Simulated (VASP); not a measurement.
A run of VASP 6.6.1 is set up as follows.

INCAR

```
ALGO     = Normal         # electronic algorithm
EDIFF    = 1E-6           # SCF threshold, eV
ENCUT    = 520            # plane-wave cutoff, eV
GGA      = PS             # functional
ISIF     = 2              # what is computed and relaxed
ISMEAR   = 0              # smearing method
LASPH    = True           # aspherical terms in the spheres
LCHARG   = False          # write CHGCAR
LREAL    = False          # projectors in reciprocal space
LWAVE    = False          # write WAVECAR
NBANDS   = 26             # bands
NELM     = 80             # most SCF steps
PREC     = Accurate       # precision mode
SIGMA    = 0.02           # smearing width, eV
```

File KPOINTS:

```
k-points
0
Gamma
  12 12 6
```

The input POSCAR:

```
SiGe
1.0
    4.0176147960      0.0000000000      0.0000000000
   -2.0088073980      3.4793564760      0.0000000000
    0.0000000000      0.0000000000      6.3274116997
Si Ge
2 2
Direct
    0.6666666667      0.3333333333      0.8761579615
    0.3333333333      0.6666666667      0.3761579615
    0.6666666667      0.3333333333      0.4988410385
    0.3333333333      0.6666666667     -0.0011589615
```

Potentials or basis: VASP PAW PBE potentials, release 64 (Si, Ge_d).

The run is started by

```console
$ cat potpaw_PBE.64/Si/POTCAR potpaw_PBE.64/Ge_d/POTCAR > POTCAR
$ mpirun -np 1 vasp_std > vasp.out
```

Task: Predict the largest force.

Result: 0.222 eV/Å.

Task: What does it give for the pressure?

Result: -2.8 GPa.

Task: Predict the band gap on the k mesh.

Result: Zero (bands 18 and 19 overlap by 0.08 eV).

Forces in eV/Å, atoms in the order of the input:
```
Si   0.000  0.000  0.222
Si   0.000  0.000  0.222
Ge   0.000  0.000 -0.222
Ge   0.000  0.000 -0.222
```

Caveat: the cell differs from its parent crystal (biaxial strain in the a-b plane: +3.0 %); the stress differs along the axes, from -5 to 2 GPa; semilocal functionals underestimate gaps, and a narrow one can read as zero; the PAW data sets were made with another functional, which shifts forces and pressure a little.
